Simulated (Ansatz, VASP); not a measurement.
**BAs: VASP beside Ansatz**

```xyz
2
Lattice="2.1275 0.0000 0.0000 0.0000 3.1741 0.0000 0.0000 0.0000 4.9510" Properties=species:S:1:pos:R:3 pbc="T T T"
B     0.0000    1.5870    0.0000
As    1.0638    1.5870    2.4755
```

Alike in both runs: functional r2SCAN; k mesh 12 × 8 × 6; occupations fermi-dirac, width 0.05 eV; no spin polarisation.

|  | VASP | Ansatz |
| --- | --- | --- |
| version | VASP 6.6.1 | Ansatz 0.2.0 |
| potentials or method | VASP PAW PBE potentials, release 64 (B, As) | Ansatz PAW |
| plane-wave cutoff (eV) | 520 | 500 |
| valence electrons in the cell | 8 | 18 |
| task | single point | band structure |

```csv
,VASP,Ansatz,Ansatz less VASP
gap on the k mesh at the Fermi level (eV),none,none,-
pressure (GPa),4.3,4.2,-0.11
"traceless stress, the component that is largest in VASP (GPa)",20.72,20.54,-0.173
```

VASP's potentials were made for PBE, not for r2SCAN. A gap of «none» marks a metal or a gap that the smearing closes. VASP's potentials hold 8 valence electrons a cell and Ansatz's 18, so a difference there can come from the potentials and not from the codes.
